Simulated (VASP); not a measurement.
# Ni in VASP: further runs

Ni is run at these levels: PBEsol+D3(BJ)+U; tasks: relaxation of cell and atoms, single point.

All numbers are computed with VASP 6.6.1; they aren't measurements. Logs are shortened: lines on timing, memory, paths and dates and some standing lists are left out, and cuts for length are marked.

## 1. The cell of the first run

Symmetry: Fm-3m, No. 225, cubic system. Conventional cell: a = 3.475 Å, b = 3.475 Å, c = 3.475 Å, α = 90.00°, β = 90.00°, γ = 90.00°. Ni (site symmetry m-3m) has 12 Ni at 2.46 Å within 3.2 Å.

## 2. Relaxation of cell and atoms, PBEsol+D3(BJ)+U, collinear spin, ferromagnetic start

Contents of INCAR:

```
  PREC = Accurate
  ENCUT = 600
  EDIFF = 1E-6
  ISMEAR = -1
  SIGMA = 0.025
  LREAL = F
  LASPH = T
  NELM = 150
  ALGO = Normal
  ISIF = 3
  LWAVE = F
  LCHARG = F
  ISPIN = 2
  MAGMOM = 1.08
  LORBIT = 11
  LMAXMIX = 4
  LDAU = T
  LDAUTYPE = 2
  LDAUL = 2
  LDAUU = 6.2
  LDAUJ = 0
  LDAUPRINT = 1
  GGA = PS
  IVDW = 12
  IBRION = 2
  NSW = 60
  EDIFFG = -0.05
```

Contents of KPOINTS:

```
regular mesh
0
Gamma
  13 13 13
```

Contents of POSCAR:

```
Ni
1.0
    0.0000000000      1.7375729330      1.7375729330
    1.7375729330      0.0000000000      1.7375729330
    1.7375729330      1.7375729330      0.0000000000
Ni
1
Direct
    0.0000000000      0.0000000000      0.0000000000
```

Potentials or basis: VASP PAW PBE potentials, release 64 (Ni).

Run with:

```
$ cat potpaw_PBE.64/Ni/POTCAR > POTCAR
$ mpirun -np 1 vasp_std > vasp.out
```

OUTCAR:

```text
PREC = Accurate
   ENCUT = 600
   EDIFF = 1E-6
   ISMEAR = -1
   LREAL = F
   LASPH = T
   NELM = 150
   ISIF = 3
   ISPIN = 2
   LORBIT = 11
   GGA = PS
   IVDW = 12
   IBRION = 2
   NSW = 60
   EDIFFG = -0.05
 IVDW          = 12

 ion  position               nearest neighbor table
   1  0.000  0.000  0.000-

  LATTYP: Found a face centered cubic cell.
 ALAT       =     3.4751458660

  Lattice vectors:

 A1 = (   0.0000000000,   1.7375729330,   1.7375729330)
 A2 = (   1.7375729330,   0.0000000000,   1.7375729330)
 A3 = (   1.7375729330,   1.7375729330,   0.0000000000)

Analysis of symmetry for initial positions (statically):
=====================================================================
 Subroutine PRICEL returns:
 Original cell was already a primitive cell.

 Routine SETGRP: Setting up the symmetry group for a
 face centered cubic supercell.

 Subroutine GETGRP returns: Found 48 space group operations
 (whereof 48 operations were pure point group operations)
 out of a pool of 48 trial point group operations.

The static configuration has the point symmetry O_h .

Analysis of symmetry for dynamics (positions and initial velocities):
=====================================================================
 Subroutine PRICEL returns:
 Original cell was already a primitive cell.

 Routine SETGRP: Setting up the symmetry group for a
 face centered cubic supercell.

 Subroutine GETGRP returns: Found 48 space group operations
 (whereof 48 operations were pure point group operations)
 out of a pool of 48 trial point group operations.

The dynamic configuration has the point symmetry O_h .

Analysis of structural, dynamic, and magnetic symmetry:
=====================================================================
 Subroutine PRICEL returns:
 Original cell was already a primitive cell.

 Routine SETGRP: Setting up the symmetry group for a
 face centered cubic supercell.

 Subroutine GETGRP returns: Found 48 space group operations
 (whereof 48 operations were pure point group operations)
 out of a pool of 48 trial point group operations.

[... 147 lines left out ...]
  ---------------------------------------------------
  ext. energy  EPLUGINS =         0.00000000
  ---------------------------------------------------
  free energy    TOTEN  =        -2.45362719 eV

  energy without entropy =       -2.45099923  energy(sigma->0) =       -2.45231321

 E-fermi :   9.0429     XC(G=0): -13.5631

 val. band max:        9.0297187347   @ k =   0.4615   0.0000   0.0000
 cond. band min:       9.0440115990   @ k =   0.4615   0.2308   0.0769
 fundamental gap:      0.0142928643
 Fermi energy:         9.0429112794

 spin component 1

 k-point     1 :       0.0000    0.0000    0.0000
  band No.  band energies     occupation
      1       0.4387      1.00000
      2       4.7545      1.00000
      3       4.7545      1.00000
      4       4.7545      1.00000
      5       6.1625      1.00000
      6       6.1625      1.00000
      7      33.7756      0.00000
      8      36.5596      0.00000
      9      36.5596      0.00000
     10      36.5596      0.00000
[... 725 lines left out ...]
  FREE ENERGIE OF THE ION-ELECTRON SYSTEM (eV)
  ---------------------------------------------------
  free  energy   TOTEN  =        -2.9869043564 eV

  energy  without entropy=       -2.9839090947  energy(sigma->0) =       -2.98540673

atom =   1  type =  1  l = 2

 onsite density matrix

spin component  1

  0.9428 -0.0000 -0.0000 -0.0000 -0.0000
 -0.0000  0.9428  0.0000 -0.0000 -0.0000
 -0.0000  0.0000  0.9479 -0.0000  0.0000
 -0.0000 -0.0000 -0.0000  0.9428 -0.0000
 -0.0000 -0.0000  0.0000 -0.0000  0.9479

spin component  2

  0.7255  0.0000  0.0000 -0.0000  0.0000
  0.0000  0.7255 -0.0000  0.0000  0.0000
  0.0000 -0.0000  0.9215  0.0000 -0.0000
 -0.0000  0.0000  0.0000  0.7255 -0.0000
  0.0000  0.0000 -0.0000 -0.0000  0.9215

 occupancies and eigenvectors

  o =  0.7255  v =  0.0000  0.0000  0.0000  0.0000  0.0000  0.0000  0.9602  0.0000 -0.2792  0.0000      0.0000  0.0000  0.0000  0.0000  0.0000  0.0000  0.0000  0.0000  0.0000  0.0000
  o =  0.7255  v =  0.0000  0.0000  0.0000  0.0000  0.0000  0.0000  0.2792 -0.0000  0.9602  0.0000      0.0000  0.0000  0.0000  0.0000  0.0000  0.0000  0.0000  0.0000  0.0000  0.0000
  o =  0.7255  v =  0.0000  0.0000  0.0000  0.0000  0.0000  1.0000  0.0000  0.0000  0.0000  0.0000      0.0000  0.0000  0.0000  0.0000  0.0000  0.0000  0.0000  0.0000  0.0000  0.0000
  o =  0.9215  v =  0.0000  0.0000  0.0000  0.0000  0.0000  0.0000  0.0000 -0.9399 -0.0000 -0.3413      0.0000  0.0000  0.0000  0.0000  0.0000  0.0000  0.0000  0.0000  0.0000  0.0000
  o =  0.9215  v =  0.0000  0.0000  0.0000  0.0000  0.0000  0.0000 -0.0000 -0.3413 -0.0000  0.9399      0.0000  0.0000  0.0000  0.0000  0.0000  0.0000  0.0000  0.0000  0.0000  0.0000
  o =  0.9428  v =  0.0000 -0.2817 -0.0000  0.9595 -0.0000  0.0000  0.0000  0.0000  0.0000  0.0000      0.0000  0.0000  0.0000  0.0000  0.0000  0.0000  0.0000  0.0000  0.0000  0.0000
  o =  0.9428  v =  0.0000 -0.9595  0.0000 -0.2817  0.0000  0.0000  0.0000  0.0000  0.0000  0.0000      0.0000  0.0000  0.0000  0.0000  0.0000  0.0000  0.0000  0.0000  0.0000  0.0000
  o =  0.9428  v =  1.0000  0.0000  0.0000  0.0000  0.0000  0.0000  0.0000  0.0000  0.0000  0.0000      0.0000  0.0000  0.0000  0.0000  0.0000  0.0000  0.0000  0.0000  0.0000  0.0000
  o =  0.9479  v =  0.0000  0.0000  0.9997  0.0000  0.0241  0.0000  0.0000  0.0000  0.0000  0.0000      0.0000  0.0000  0.0000  0.0000  0.0000  0.0000  0.0000  0.0000  0.0000  0.0000
  o =  0.9479  v =  0.0000 -0.0000  0.0241 -0.0000 -0.9997  0.0000  0.0000  0.0000  0.0000  0.0000      0.0000  0.0000  0.0000  0.0000  0.0000  0.0000  0.0000  0.0000  0.0000  0.0000

--------------------------------------- Ionic step        4  -------------------------------------------

 number of electron      10.0000002 magnetization       0.6278724

 Free energy of the ion-electron system (eV)
  ---------------------------------------------------
  ext. energy  EPLUGINS =         0.00000000
  ---------------------------------------------------
  free energy    TOTEN  =        -2.48994041 eV

  energy without entropy =       -2.48696785  energy(sigma->0) =       -2.48845413

 E-fermi :  10.8585     XC(G=0): -14.4107

 val. band max:       10.8362225428   @ k =  -0.4615   0.3077   0.1538
 cond. band min:      10.8613233926   @ k =   0.3846   0.3077   0.0000
 fundamental gap:      0.0251008498
 Fermi energy:        10.8585083074

 spin component 1

 k-point     1 :       0.0000    0.0000    0.0000
  band No.  band energies     occupation
      1       1.5737      1.00000
      2       6.5947      1.00000
      3       6.5947      1.00000
      4       6.5947      1.00000
      5       8.2417      1.00000
      6       8.2417      1.00000
      7      37.0651      0.00000
      8      40.8466      0.00000
      9      40.8466      0.00000
     10      40.8466      0.00000
[... 647 lines left out ...]
  FREE ENERGIE OF THE ION-ELECTRON SYSTEM (eV)
  ---------------------------------------------------
  free  energy   TOTEN  =        -2.9869924460 eV

  energy  without entropy=       -2.9840198817  energy(sigma->0) =       -2.98550616

 reached required accuracy - stopping structural energy minimisation

 total charge

# of ion       s       p       d       tot
------------------------------------------
    1        0.550   0.566   8.705   9.821

 magnetization (x)

# of ion       s       p       d       tot
------------------------------------------
    1       -0.016  -0.049   0.706   0.641
```

OSZICAR:

```text
N       E                     dE             d eps       ncg     rms          rms(c)
DAV:   1     0.328733510156E+02    0.32873E+02   -0.53153E+03  3410   0.146E+03
DAV:   2    -0.187905789886E+01   -0.34752E+02   -0.32699E+02  3432   0.180E+02
[... 41 lines left out ...]
DAV:   1    -0.249224612562E+01   -0.64071E-03   -0.33807E-02  3558   0.305E+00    0.452E-01
DAV:   2    -0.249059302335E+01    0.16531E-02   -0.30478E-02  3646   0.272E+00    0.209E-01
DAV:   3    -0.248997248459E+01    0.62054E-03   -0.43068E-03  3672   0.110E+00    0.625E-02
DAV:   4    -0.248994328538E+01    0.29199E-04   -0.42434E-05  3538   0.975E-02    0.420E-02
DAV:   5    -0.248993943154E+01    0.38538E-05   -0.21874E-05  3888   0.423E-02    0.795E-03
DAV:   6    -0.248994041079E+01   -0.97925E-06   -0.60059E-06  2768   0.286E-02
   4 F= -.29869924E+01 E0= -.29855062E+01  d E =-.100579E+00  mag=     0.6281
```

CONTCAR:

```text
Ni
   1.00000000000000
     0.0000000000000000    1.6596508683605895    1.6596508683605895
     1.6596508683605895    0.0000000000000000    1.6596508683605895
     1.6596508683605895    1.6596508683605895    0.0000000000000000
  Ni
     1
Direct
     0.0000000000000000    0.0000000000000000    0.0000000000000000

  0.00000000E+00  0.00000000E+00  0.00000000E+00
```

Wall time 30 s (1 thread of Intel Xeon 6975P-C (Granite Rapids), shared host); peak memory 0.16 GiB.

Results:

```
Free energy                                           : -2.9870 eV
Relaxed volume                                        : 9.14 Å³/atom
Relaxed cell                                          : a = 2.347 Å, b = 2.347 Å, c = 2.347 Å, α = 60.00°, β = 60.00°, γ = 60.00°
Space group after relaxing (to 0.05 Å)                : Fm-3m (No. 225)
Energy gained by relaxing                             : 100.6 meV/atom
Ionic steps                                           : 4
Pressure after relaxing                               : 0.2 GPa
Net moment                                            : 0.63 μB per cell
Site moments                                          : Ni +0.64 μB
Valence electrons inside the program's atomic spheres : Ni 9.82
Dispersion energy per atom                            : -0.497 eV
```

Step by step:
```
step  energy change (eV)  largest force (eV/Å)  pressure (GPa)  volume (Å³)
   1              0.0000                0.0000          -21.26        10.49
   2             -0.0636                0.0000           20.12         8.52
   3             -0.1005                0.0000           -0.93         9.17
   4             -0.1006                0.0000            0.16         9.14
```

Final structure:
```cif
data_structure
_symmetry_space_group_name_H-M 'P 1'
_symmetry_Int_Tables_number 1
_cell_length_a 2.3471
_cell_length_b 2.3471
_cell_length_c 2.3471
_cell_angle_alpha 60.000
_cell_angle_beta 60.000
_cell_angle_gamma 60.000
_cell_volume 9.14
loop_
_atom_site_label
_atom_site_type_symbol
_atom_site_fract_x
_atom_site_fract_y
_atom_site_fract_z
_atom_site_occupancy
Ni1 Ni 0.00000 0.00000 0.00000 1
```

Eigenvalues of the final occupation matrices:
| site | spin | trace | eigenvalues |
| --- | --- | --- | --- |
| site 1 d | 1 | 4.72 | 0.94 0.94 0.94 0.95 0.95 |
| site 1 d | 2 | 4.02 | 0.73 0.73 0.73 0.92 0.92 |

Caveat: the PAW data sets were made with another functional, which shifts forces and pressure a little; pairwise dispersion overbinds metals, which lowers pressure and volume; the U is typed as a test and isn't derived for this compound.

## 3. Single point, PBEsol+D3(BJ)+U, collinear spin, ferromagnetic start

This run uses another cell than the first one, of 11.81 Å³/atom, 1.126 times its volume.

Contents of INCAR:

```
  PREC = Accurate
  ENCUT = 520
  EDIFF = 1E-6
  ISMEAR = -1
  SIGMA = 0.025
  LREAL = False
  LASPH = True
  NELM = 150
  ALGO = Fast
  ISIF = 2
  LWAVE = False
  LCHARG = True
  ISPIN = 2
  MAGMOM = 1.08
  LORBIT = 11
  LMAXMIX = 4
  LDAU = True
  LDAUTYPE = 2
  LDAUL = 2
  LDAUU = 6.2
  LDAUJ = 0
  LDAUPRINT = 1
  GGA = PS
  IVDW = 12
  LELF = True
  LVHAR = True
  NBANDS = 15
```

KPOINTS is that of step 2.

Contents of POSCAR:

```
Ni
1.0
    0.0000000000      1.8115017514      1.8115017514
    1.8036859516      0.0078157998      1.8036859516
    1.8115017514      1.8115017514      0.0000000000
Ni
1
Direct
    0.0000000000      0.0000000000      0.0000000000
```

Potentials or basis: VASP PAW PBE potentials, release 64 (Ni).

Run with:

```
$ cat potpaw_PBE.64/Ni/POTCAR > POTCAR
$ mpirun -np 1 vasp_std > vasp.out
```

OUTCAR:

```text
PREC = Accurate
   ENCUT = 520
   EDIFF = 1E-6
   ISMEAR = -1
   LREAL = False
   LASPH = True
   NELM = 150
   ISIF = 2
   ISPIN = 2
   LORBIT = 11
   GGA = PS
   IVDW = 12
 IVDW          = 12

 ion  position               nearest neighbor table
   1  0.000  0.000  0.000-

  LATTYP: Found a trigonal (rhomboedric) cell.
 ALAT       =     2.5508091090
 COS(alpha) =     0.4956621089

  Lattice vectors:

 A1 = (  -0.0078157998,  -1.8036859516,   1.8036859516)
 A2 = (   1.8036859516,  -1.8036859516,  -0.0078157998)
 A3 = (   1.8036859516,   0.0078157998,   1.8036859516)

Analysis of symmetry for initial positions (statically):
=====================================================================
 Subroutine PRICEL returns:
 Original cell was already a primitive cell.

 Routine SETGRP: Setting up the symmetry group for a
 trigonal (rhombohedral) supercell.

 Subroutine GETGRP returns: Found 12 space group operations
 (whereof 12 operations were pure point group operations)
 out of a pool of 12 trial point group operations.

The static configuration has the point symmetry D_3d.

Analysis of symmetry for dynamics (positions and initial velocities):
[... 231 lines left out ...]
     11      34.2460      0.00000
     12      34.2460      0.00000
[... 841 lines left out ...]
      4       5.7959      1.00000
      5       6.9302      1.00000
      6       6.9471      1.00000
      7      25.4532      0.00000
      8      28.0444      0.00000
      9      28.4798      0.00000
     10      30.5124      0.00000
     11      34.7535      0.00000
     12      40.7769      0.00000
     13      41.8478      0.00000
     14      43.1144      0.00000
     15      45.3876      0.00000

 [... further k-points ...]

------------------------ aborting loop because EDIFF is reached ----------------------------------------

 Edisp (eV)   -0.38662

 E8    (eV) :    -0.2535

  FORCE on cell =-STRESS in cart. coord.  units (eV):
  Direction    XX          YY          ZZ          XY          YZ          ZX
  --------------------------------------------------------------------------------------
  -------------------------------------------------------------------------------------
  Total      -2.18190    -2.18190    -2.18190    -0.00930    -0.00930     0.00930
  in kB    -295.95034  -295.95034  -295.95034    -1.26187    -1.26187     1.26187
  external pressure =     -295.95 kB  Pullay stress =        0.00 kB

 VOLUME and BASIS-vectors are now :
 -----------------------------------------------------------------------------
  energy-cutoff  :      520.00
  volume of cell :       11.81
      direct lattice vectors                 reciprocal lattice vectors
     0.000000000  1.811501751  1.811501751    -0.276613402  0.276613402  0.275414770
     1.803685952  0.007815800  1.803685952     0.277812033 -0.277812033  0.277812033
     1.811501751  1.811501751  0.000000000     0.275414770  0.276613402 -0.276613402

 POSITION                                       TOTAL-FORCE (eV/Angst)
 -----------------------------------------------------------------------------------
      0.00000      0.00000      0.00000         0.000000      0.000000      0.000000
 -----------------------------------------------------------------------------------
    total drift:                                0.000000      0.000000      0.000000

  FREE ENERGIE OF THE ION-ELECTRON SYSTEM (eV)
  ---------------------------------------------------
  free  energy   TOTEN  =        -2.6696520253 eV

  energy  without entropy=       -2.6665030113  energy(sigma->0) =       -2.66807752

 total charge

# of ion       s       p       d       tot
------------------------------------------
    1        0.452   0.378   8.489   9.319

 magnetization (x)

# of ion       s       p       d       tot
------------------------------------------
    1       -0.012  -0.041   0.958   0.905
```

OSZICAR:

```text
N       E                     dE             d eps       ncg     rms          rms(c)
DAV:   1     0.376950024707E+02    0.37695E+02   -0.42657E+03 14614   0.845E+02
DAV:   2    -0.737502091670E+00   -0.38433E+02   -0.35379E+02 16030   0.162E+02
DAV:   3    -0.270551655522E+01   -0.19680E+01   -0.19519E+01 16233   0.361E+01
DAV:   4    -0.271880312117E+01   -0.13287E-01   -0.13285E-01 16870   0.290E+00
DAV:   5    -0.271893676597E+01   -0.13364E-03   -0.13364E-03 16588   0.258E-01    0.830E+00
RMM:   6    -0.244054249778E+01    0.27839E+00   -0.11753E+00 18307   0.108E+01    0.540E+00
RMM:   7    -0.221755698781E+01    0.22299E+00   -0.18676E-01 17862   0.424E+00    0.164E+00
RMM:   8    -0.225767096021E+01   -0.40114E-01   -0.11751E-02 19028   0.109E+00    0.110E+00
RMM:   9    -0.227283866679E+01   -0.15168E-01   -0.40111E-03 19764   0.629E-01    0.475E-01
RMM:  10    -0.228248126713E+01   -0.96426E-02   -0.43813E-03 19556   0.734E-01    0.137E-01
RMM:  11    -0.228333449330E+01   -0.85323E-03   -0.50542E-04 20149   0.231E-01    0.126E-01
RMM:  12    -0.228274305463E+01    0.59144E-03   -0.91562E-05 20349   0.822E-02    0.109E-01
RMM:  13    -0.228279508770E+01   -0.52033E-04   -0.92116E-05 19732   0.952E-02    0.663E-02
RMM:  14    -0.228300798529E+01   -0.21290E-03   -0.11198E-04 19978   0.106E-01    0.399E-02
RMM:  15    -0.228302485360E+01   -0.16868E-04   -0.26994E-05 20786   0.481E-02    0.179E-02
RMM:  16    -0.228303115192E+01   -0.62983E-05   -0.16304E-05 20655   0.380E-02    0.858E-03
RMM:  17    -0.228303159987E+01   -0.44795E-06   -0.38600E-06 19088   0.135E-02
   1 F= -.26696520E+01 E0= -.26680775E+01  d E =-.314901E-02  mag=     0.8526
```

stdout:

```text
POSCAR found type information on POSCAR Ni
 POSCAR found :  1 types and       1 ions
 scaLAPACK will be used
 -----------------------------------------------------------------------------
|                                                                             |
|                                                                             |
|     You enforced a specific xc type in the INCAR file but a different       |
|     I HOPE YOU KNOW WHAT YOU ARE DOING!                                     |
|                                                                             |
 -----------------------------------------------------------------------------

 LDA part: xc-table for (Slater+PW92), standard interpolation
 POSCAR, INCAR and KPOINTS ok, starting setup
 FFT: planning ... GRIDC
 FFT: planning ... GRID_SOFT
 FFT: planning ... GRID
 WAVECAR not read
 entering main loop
WARNING in EDDRMM: call to ZHEGV failed, returncode =   8  4     12
WARNING in EDDRMM: call to ZHEGV failed, returncode =   6  3     14
WARNING in EDDRMM: call to ZHEGV failed, returncode =   6  3     13
WARNING in EDDRMM: call to ZHEGV failed, returncode =   6  3     11
WARNING in EDDRMM: call to ZHEGV failed, returncode =   8  4     14
WARNING in EDDRMM: call to ZHEGV failed, returncode =   6  3     11
WARNING in EDDRMM: call to ZHEGV failed, returncode =   6  3     10
WARNING in EDDRMM: call to ZHEGV failed, returncode =   6  3     11
```

Run time: 48 s. Hardware: 1 thread of Intel Xeon 6975P-C (Granite Rapids), shared host; peak memory 0.19 GiB.

What came out:

```
Free energy                                           : -2.6697 eV
Pressure                                              : -29.6 GPa
Net moment                                            : 0.85 μB per cell
Site moments                                          : Ni +0.91 μB
Valence electrons inside the program's atomic spheres : Ni 9.32
Dispersion energy per atom                            : -0.387 eV
```

Eigenvalues of the final occupation matrices:
```tsv
site	spin	trace	eigenvalues
site 1 d	1	4.74	0.95 0.95 0.95 0.95 0.95
site 1 d	2	3.78	0.64 0.64 0.64 0.93 0.93
```

Caveat: the PAW data sets were made with another functional, which shifts forces and pressure a little; pairwise dispersion overbinds metals, which lowers pressure and volume; the U is typed as a test and isn't derived for this compound. The state reached can hang on the start; a lower one may exist.
